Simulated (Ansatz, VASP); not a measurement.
# Cu in VASP and in Ansatz

Contents of INCAR:

```
PREC = Accurate
ENCUT = 600
EDIFF = 1E-6
ISMEAR = -1
SIGMA = 0.2
LREAL = False
LASPH = True
NELM = 120
ALGO = Normal
ISIF = 2
LWAVE = False
LCHARG = False
GGA = RP
NBANDS = 12
GGA_COMPAT = False
```

The input KPOINTS:

```
regular mesh
0
Gamma
  6 6 6
```

The input POSCAR:

```
Cu
1.0
    0.0000000000      1.8075000000      1.8075000000
    1.8075000000      0.0000000000      1.8075000000
    1.8075000000      1.8075000000      0.0000000000
Cu
1
Direct
    0.0000000000      0.0000000000      0.0000000000
```

Input for Ansatz:

```yaml
crystal:
  lattice:
    - [0.0, 1.8075, 1.8075]
    - [1.8075, 0.0, 1.8075]
    - [1.8075, 1.8075, 0.0]
  atoms:
    - { symbol: Cu, position: [0.0, 0.0, 0.0] }
basis:
  ecutwfc: 630.0
  xc_grid: 2
kpoints:
  mp_grid:
    grid: [6, 6, 6]
hamiltonian:
  xc: rpbe
scf:
  algorithm: density_mixing
  convergence:
    dr2_threshold: 1.0e-07
  occupations:
    method: fermi_dirac
    width: 0.2
  eigensolver:
    kind: davidson
    mixed_precision: false
output:
  forces: true
  stress: true
```

Alike in both runs: task single point; functional RPBE; k mesh 6 × 6 × 6; occupations fermi-dirac, width 0.2 eV; no spin polarisation.

|  | VASP | Ansatz |
| --- | --- | --- |
| version | VASP 6.6.1 | Ansatz 0.2.0 |
| potentials or method | VASP PAW PBE potentials, release 64 (Cu), cutoff 600 eV | plane waves, PAW |
| valence electrons in the cell | 11 | 19 |

VASP gave:

| Quantity | Value |
| --- | --- |
| pressure (GPa) | 8.5 |

Task: Which values does Ansatz return?

Result: Pressure (GPa): 7.8.

VASP's potentials were made for PBE, not for RPBE. VASP's potentials hold 11 valence electrons a cell and Ansatz's 19, so a difference there can come from the potentials and not from the codes. Ansatz's warnings: stress scf threshold loose.

The k mesh is coarse, so the values compare programs but aren't converged.
